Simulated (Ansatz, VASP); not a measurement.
## One calculation of YW3, two programs

```
CELL_PARAMETERS angstrom
6.62982 0.00000 0.00000
-3.31491 5.74159 0.00000
0.00000 0.00000 4.36708
ATOMIC_POSITIONS crystal
Y 0.33333 0.66667 0.25000
Y 0.66667 0.33333 0.75000
W 0.86589 0.73178 0.25000
W 0.13411 0.86589 0.75000
W 0.26822 0.13411 0.25000
W 0.13411 0.26822 0.75000
W 0.86589 0.13411 0.25000
W 0.73178 0.86589 0.75000
```

Alike in both runs: functional r2SCAN; k mesh 3 × 3 × 4; occupations gaussian, width 0.1 eV; no spin polarisation.

Ansatz relaxed the structure, and its values are those at the end. VASP's run is a single point on that final structure, the one shown.

|  | VASP | Ansatz |
| --- | --- | --- |
| version | VASP 6.6.1 | Ansatz 0.2.0 |
| potentials or method | VASP PAW PBE potentials, release 64 (Y_sv, W_sv), cutoff 520 eV | scalar-relativistic, plane waves, PAW |
| valence electrons in the cell | 106 | 106 |

|  | VASP | Ansatz | Ansatz less VASP |
| --- | --- | --- | --- |
| gap on the k mesh at the Fermi level (eV) | none | none | - |
| pressure (GPa) | 0.8 | 0.2 | -0.58 |
| rms of the force components (eV/Å) | 0.061 | 0.019 | -0.0416 |

VASP's potentials were made for PBE, not for r2SCAN. A gap of «none» marks a metal or a gap that the smearing closes.

The k mesh is coarse, so the values compare programs but aren't converged. Neither program's run includes spin-orbit coupling.
